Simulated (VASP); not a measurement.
Wanted: the native input for a VASP 6.6.1 run.

| Quantity | Value |
| --- | --- |
| Task | relaxation of cell and atoms |
| Functional | PBEsol |
| Potentials or basis | VASP PAW PBE potentials, release 64 (Sb, Mn_pv) |
| Cutoff | 600 eV |
| k mesh | 7 × 7 × 5 |
| Occupations | fermi-dirac, width 0.05 eV |
| Spin | collinear spin, ferromagnetic start |
| Starting moments | [0.0, 0.0, 4.0, 4.0] μB |
| Hubbard terms | Mn d U = 4.5 eV |
| Dipole correction | no |
| Further INCAR settings | ALGO = Normal; EDIFF = 1e-07; IBRION = 2; EDIFFG = -0.01; NSW = 60; ISIF = 3 |

The structure of MnSb lies in POSCAR:

```
MnSb
1.0
    4.1500000000      0.0000000000      0.0000000000
   -2.0750000000      3.5940054257      0.0000000000
    0.0000000000      0.0000000000      5.7800000000
Sb Mn
2 2
Direct
    0.6666666667      0.3333333333      0.7500000000
    0.3333333333      0.6666666667      0.2500000000
    0.0000000000      0.0000000000      0.5000000000
    0.0000000000      0.0000000000      0.0000000000
```

These files were run (other wordings do the same):

INCAR

```
PREC = Accurate ; ENCUT = 600
EDIFF = 1E-7 ; ISMEAR = -1
SIGMA = 0.05 ; LREAL = F
LASPH = T ; NELM = 150
ALGO = Normal ; ISIF = 3
LWAVE = F ; LCHARG = F
ISPIN = 2 ; MAGMOM = 0 0 4 4
LORBIT = 11 ; LMAXMIX = 4
LDAU = T ; LDAUTYPE = 2
LDAUL = -1 2 ; LDAUU = 0 4.5
LDAUJ = 0 0 ; LDAUPRINT = 1
GGA = PS ; IBRION = 2
NSW = 60 ; EDIFFG = -0.01
```

KPOINTS

```
Automatic mesh
0
Gamma
  7 7 5
```

Potentials or basis: VASP PAW PBE potentials, release 64 (Sb, Mn_pv).

Command:

```bash
$ cat potpaw_PBE.64/Sb/POTCAR potpaw_PBE.64/Mn_pv/POTCAR > POTCAR
$ mpirun -np 1 vasp_std > vasp.out
```

It gave:

```
Relaxed volume                                        : 23.14 Å³/atom
Relaxed cell                                          : a = 4.194 Å, b = 4.194 Å, c = 6.077 Å, α = 90.00°, β = 90.00°, γ = 120.00°
Space group after relaxing (to 0.1 Å)                 : P6_3/mmc (No. 194)
Energy gained by relaxing                             : 27.3 meV/atom
Ionic steps                                           : 5
Pressure after relaxing                               : 0.0 GPa
Net moment                                            : 8.20 μB per cell
Site moments                                          : Sb -0.22; Mn +4.31 μB
Valence electrons inside the program's atomic spheres : Sb 2.48; Mn 11.39
```

Caveat: the PAW data sets were made with another functional, which shifts forces and pressure a little; the run started ferromagnetic, and an antiferromagnetic order may lie lower in energy; the U is typed as a test and isn't derived for this compound.

It took 3.6 min on 1 thread of Intel(R) Xeon(R) 6975P-C (Granite Rapids), with other jobs on the host, peak memory 0.35 GiB.
